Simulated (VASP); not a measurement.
# Li2Pd (P6/mmm) in VASP: notebook

The runs below take Li2Pd through single point, with LDA.

Everything below comes from runs of VASP 6.6.1. Logs are shortened: lines on timing, memory, paths and dates and some standing lists are left out, and cuts for length are marked.

### Step 1. The cell of the first run

Symmetry: P6/mmm, No. 191, hexagonal system. Conventional cell: a = 4.087 Å, b = 4.087 Å, c = 2.620 Å, α = 90.00°, β = 90.00°, γ = 120.00°. Li (site symmetry -6m2) has 5 Li at 2.36 to 2.62 Å and 6 Pd at 2.70 Å within 3.1 Å. Pd (site symmetry 6/mmm) has 2 Pd at 2.62 Å and 12 Li at 2.70 Å within 3.5 Å.

### Step 2. Single point, LDA (12.63 Å³/atom)

The input, INCAR:

```
  PREC = Accurate
  ENCUT = 520
  EDIFF = 1E-6
  ISMEAR = -1
  SIGMA = 0.15
  LREAL = F
  LASPH = T
  NELM = 60
  ALGO = Normal
  ISIF = 2
  LWAVE = F
  LCHARG = F
  NBANDS = 15
```

The input, KPOINTS:

```
regular mesh
0
Gamma
  12 12 16
```

The input, POSCAR:

```
Li2Pd
1.0
    4.0869570334      0.0000000000      0.0000000000
   -2.0434785167      3.5394086151      0.0000000000
    0.0000000000      0.0000000000      2.6202552928
Li Pd
2 1
Direct
    0.3333333333      0.6666666667      0.5000000000
    0.6666666667      0.3333333333      0.5000000000
    0.0000000000      0.0000000000      0.0000000000
```

Potentials or basis: VASP PAW LDA potentials, release 64 (Li_sv, Pd).

Run with:

```console
$ cat potpaw_LDA.64/Li_sv/POTCAR potpaw_LDA.64/Pd/POTCAR > POTCAR
$ mpirun -np 1 vasp_std > vasp.out
```

OUTCAR:

```text
PREC = Accurate
   ENCUT = 520
   EDIFF = 1E-6
   ISMEAR = -1
   LREAL = F
   LASPH = T
   NELM = 60
   ISIF = 2

 ion  position               nearest neighbor table
   1  0.333  0.667  0.500-   2 2.36   2 2.36   2 2.36   3 2.70   3 2.70   3 2.70   3 2.70   3 2.70
                             3 2.70
   2  0.667  0.333  0.500-   1 2.36   1 2.36   1 2.36   3 2.70   3 2.70   3 2.70   3 2.70   3 2.70
                             3 2.70
   3  0.000  0.000  0.000-   1 2.70   2 2.70   1 2.70   2 2.70   2 2.70   2 2.70   1 2.70   1 2.70
                             2 2.70   2 2.70   1 2.70   1 2.70

  LATTYP: Found a hexagonal cell.
 ALAT       =     4.0869570334
 C/A-ratio  =     0.6411262148

  Lattice vectors:

 A1 = (   4.0869570334,   0.0000000000,   0.0000000000)
 A2 = (  -2.0434785167,   3.5394086151,   0.0000000000)
 A3 = (   0.0000000000,   0.0000000000,   2.6202552928)

Analysis of symmetry for initial positions (statically):
=====================================================================
 Subroutine PRICEL returns:
 Original cell was already a primitive cell.

 Routine SETGRP: Setting up the symmetry group for a
 hexagonal supercell.

 Subroutine GETGRP returns: Found 24 space group operations
 (whereof 24 operations were pure point group operations)
 out of a pool of 24 trial point group operations.

The static configuration has the point symmetry D_6h.

Analysis of symmetry for dynamics (positions and initial velocities):
=====================================================================
 Subroutine PRICEL returns:
 Original cell was already a primitive cell.

 Routine SETGRP: Setting up the symmetry group for a
 hexagonal supercell.

 Subroutine GETGRP returns: Found 24 space group operations
 (whereof 24 operations were pure point group operations)
 out of a pool of 24 trial point group operations.

The dynamic configuration has the point symmetry D_6h.

 Subroutine INISYM returns: Found 24 space group operations
 (whereof 24 operations are pure point group operations),
 and found     1 'primitive' translations

----------------------------------------------------------------------------------------

                                     Primitive cell

  volume of cell :      37.9031

  direct lattice vectors                    reciprocal lattice vectors
     4.086957033  0.000000000  0.000000000     0.244680820  0.141266538  0.000000000
    -2.043478517  3.539408615  0.000000000     0.000000000  0.282533075  0.000000000
     0.000000000  0.000000000  2.620255293     0.000000000  0.000000000  0.381642202

  length of vectors
[... 97 lines left out ...]
   EMIN   =  10.00;   EMAX   =-10.00  energy-range for DOS
   EFERMI =   0.00;   METHOD = LEGACY
   ISMEAR =    -1;   SIGMA  =   0.15  broadening in eV -4-tet -1-fermi 0-gaus
   EFERMI_NEDOS =   21; number of points for ismear=-14 and -15
   IALGO  =     38    algorithm
   IMIX   =      4    mixing-type and parameters
     AMIX     =   0.40;   BMIX     =  1.00
     AMIX_MAG =   1.60;   BMIX_MAG =  1.00
  volume/ion in A,a.u.               =      12.63        85.26
  Fermi-wavevector in a.u.,A,eV,Ry     =   1.228071  2.320717 20.519730  1.508158
  Thomas-Fermi vector in A             =   2.363010
   LORBIT       =      0    0 simple, 1 ext, 2 COOP (PROOUT), +10 PAW based schemes
   GGA     = CA    functional components
   LHFCALC =     F    Hartree Fock is set to
   AEXX    =    0.0000 exact exchange contribution
   IVDW    =     0    specifies the selected vdW correction
   LEPSILON=     F    determine dielectric tensor
   LRPA    =     F    only Hartree local field effects (RPA)
 non-spin polarized calculation
  energy-cutoff  :      520.00
  volume of cell :       37.90
 maximum number of plane-waves:      1046
   NGX = 15   NGY = 15   NGZ =  9

 number of electron      15.9999997 magnetization

 Free energy of the ion-electron system (eV)
  ---------------------------------------------------
  ext. energy  EPLUGINS =         0.00000000
  ---------------------------------------------------
  free energy    TOTEN  =       -11.72498994 eV

  energy without entropy =      -11.67480433  energy(sigma->0) =      -11.69989714

 E-fermi :   5.3007     XC(G=0): -10.5798

 val. band max:        5.2947130995   @ k =   0.2500   0.1667   0.0625
 cond. band min:       5.3305032125   @ k =   0.3333   0.0000   0.0000
 fundamental gap:      0.0357901130
 Fermi energy:         5.3006823757

 k-point     1 :       0.0000    0.0000    0.0000
  band No.  band energies     occupation
      1     -39.4926      2.00000
      2     -39.3457      2.00000
      3      -0.1970      2.00000
      4       1.1468      2.00000
      5       1.9795      2.00000
      6       1.9795      2.00000
      7       4.1729      1.99891
      8       4.1729      1.99891
      9       9.5891      0.00000
     10       9.5891      0.00000
     11      11.1729      0.00000
     12      11.1729      0.00000
     13      15.0222      0.00000
     14      16.6531      0.00000
[... 401 lines left out ...]
      2     -39.3754      2.00000
      3       0.4039      2.00000
      4       1.5455      2.00000
      5       2.2736      2.00000
      6       2.6017      2.00000
      7       3.9010      1.99982
      8       3.9687      1.99972
      9       5.5243      0.36759
     10       6.8574      0.00006
     11      12.9411      0.00000
     12      15.8529      0.00000
     13      16.8225      0.00000
     14      18.0322      0.00000
     15      20.5576      0.00000

 [... further k-points ...]

------------------------ aborting loop because EDIFF is reached ----------------------------------------

  FORCE on cell =-STRESS in cart. coord.  units (eV):
  Direction    XX          YY          ZZ          XY          YZ          ZX
  --------------------------------------------------------------------------------------
  -------------------------------------------------------------------------------------
  Total        0.3038408      0.3038408      0.3083612      0.0000000     -0.0000000      0.0000000
  in kB       12.8434657     12.8434657     13.0345447      0.0000000     -0.0000000      0.0000000
  external PRESSURE =      12.9071587 kB  Pullay stress =       0.0000000 kB

 VOLUME and BASIS-vectors are now :
 -----------------------------------------------------------------------------
  energy-cutoff  :      520.00
  volume of cell :       37.90
      direct lattice vectors                 reciprocal lattice vectors
     4.086957033  0.000000000  0.000000000     0.244680820  0.141266538  0.000000000
    -2.043478517  3.539408615  0.000000000     0.000000000  0.282533075  0.000000000
     0.000000000  0.000000000  2.620255293     0.000000000  0.000000000  0.381642202

 POSITION                                       TOTAL-FORCE (eV/Angst)
 -----------------------------------------------------------------------------------
     -0.00000      2.35961      1.31013        -0.000000      0.000000      0.000000
      2.04348      1.17980      1.31013         0.000000     -0.000000      0.000000
      0.00000      0.00000      0.00000        -0.000000      0.000000      0.000000
 -----------------------------------------------------------------------------------
    total drift:                                0.000000      0.000000      0.000000

  FREE ENERGIE OF THE ION-ELECTRON SYSTEM (eV)
  ---------------------------------------------------
  free  energy   TOTEN  =       -11.7249899426 eV

  energy  without entropy=      -11.6748043335  energy(sigma->0) =      -11.69989714
```

OSZICAR:

```text
N       E                     dE             d eps       ncg     rms          rms(c)
DAV:   1     0.788660236372E+02    0.78866E+02   -0.71694E+03  5130   0.110E+03
DAV:   2    -0.454727142270E+01   -0.83413E+02   -0.75853E+02  6173   0.244E+02
DAV:   3    -0.121032523703E+02   -0.75560E+01   -0.73886E+01  9675   0.500E+01
DAV:   4    -0.122181806775E+02   -0.11493E+00   -0.11484E+00  5844   0.864E+00
DAV:   5    -0.122199682422E+02   -0.17876E-02   -0.17875E-02  7463   0.834E-01    0.615E+00
DAV:   6    -0.119279065154E+02    0.29206E+00   -0.22495E+00  5732   0.149E+01    0.251E+00
DAV:   7    -0.117391431723E+02    0.18876E+00   -0.37125E-01  5669   0.621E+00    0.819E-01
DAV:   8    -0.117268444620E+02    0.12299E-01   -0.16537E-02  7353   0.840E-01    0.399E-01
DAV:   9    -0.117249608867E+02    0.18836E-02   -0.64971E-03  6785   0.729E-01    0.857E-02
DAV:  10    -0.117249933765E+02   -0.32490E-04   -0.15881E-04  6639   0.114E-01    0.184E-02
DAV:  11    -0.117249900849E+02    0.32915E-05   -0.19135E-05  6897   0.435E-02    0.323E-03
DAV:  12    -0.117249899426E+02    0.14227E-06   -0.51648E-07  4702   0.689E-03
   1 F= -.11724990E+02 E0= -.11699897E+02  d E =-.501856E-01
```

stdout:

```text
POSCAR found type information on POSCAR LiPd
 POSCAR found :  2 types and       3 ions
 scaLAPACK will be used
 LDA part: xc-table for (Slater(with rela. corr.)+CA(PZ))
 , standard interpolation
 POSCAR, INCAR and KPOINTS ok, starting setup
 FFT: planning ... GRIDC
 FFT: planning ... GRID_SOFT
 FFT: planning ... GRID
 WAVECAR not read
 entering main loop
```

It took 99 s on 1 thread of Oxide Virtual Turin-like, shared host; peak memory 0.18 GiB.

Results:

```yaml
Free_energy: -11.7250 eV
Band_gap_on_the_k_mesh: zero (bands 8 and 9 overlap by 2.56 eV)
```

Levels at points of the mesh, in eV from the Fermi level:
```tsv
k point	band 4	band 5	band 6	band 7	band 8	band 9	band 10	band 11	band 12	band 13
(0.00, 0.00, 0.00)	-4.15	-3.32	-3.32	-1.13	-1.13	4.29	4.29	5.87	5.87	9.72
(0.50, 0.00, 0.00)	-3.70	-2.42	-1.99	-1.76	-1.23	-1.15	0.67	7.76	13.05	13.17
(0.00, 0.00, 0.50)	-3.62	-3.56	-2.33	-2.33	0.89	2.02	6.72	6.72	7.55	11.25
(0.50, 0.00, 0.50)	-3.85	-2.85	-1.94	-1.18	0.56	1.33	4.24	7.43	7.46	7.73
```

Caveat: the cutoff is under 1.25 times the usual one of these potentials, so pressure, stress and relaxed cells hold a basis-set (Pulay) error.

(Part 1 of 2 ends here.)

The gap in the log of VASP goes by the Fermi energy; the results here count the filled bands.